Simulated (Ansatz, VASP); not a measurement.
**One calculation of Si2C, two programs**

```
Si C
1.0
     2.99152    0.00000    0.00000
    -1.49576    2.59073    0.00000
     0.00000    0.00000    9.36618
Si C
4 2
Direct
  0.33333 0.66667 0.77722
  0.33333 0.66667 0.22278
  0.33333 0.66667 0.50000
  0.66667 0.33333 0.00000
  0.66667 0.33333 0.30488
  0.66667 0.33333 0.69512
```

Alike in both runs: task single point; functional PBE; k mesh 6 × 6 × 2; occupations gaussian, width 0.1 eV; collinear spin.

```csv
,VASP,Ansatz
version,VASP 6.6.1,Ansatz 0.2.0
potentials or method,"VASP PAW PBE potentials, release 64 (Si, C), cutoff 520 eV","scalar-relativistic, plane waves, PAW"
valence electrons in the cell,24,24
```

Ansatz gave:

| Property | Result |
| --- | --- |
| gap on the k mesh at the Fermi level (eV) | none |
| pressure (GPa) | 0.0 |
| traceless stress, the component that is largest in VASP (GPa) | -0.01 |
| rms of the force components (eV/Å) | 0.002 |
| net moment per atom (μB) | 0.00 |

Q: What did VASP give for the same quantities?

A: gap on the k mesh at the Fermi level (eV): none; pressure (GPa): 0.0; traceless stress, the component that is largest in VASP (GPa): -0.12; rms of the force components (eV/Å): 0.003; net moment per atom (μB): 0.00.

Atom by atom the forces differ by 0.003 eV/Å (rms over components). A gap of «none» marks a metal or a gap that the smearing closes. Ansatz's warnings: seeded moment not kept.

The k mesh is coarse, so the values compare programs but aren't converged.
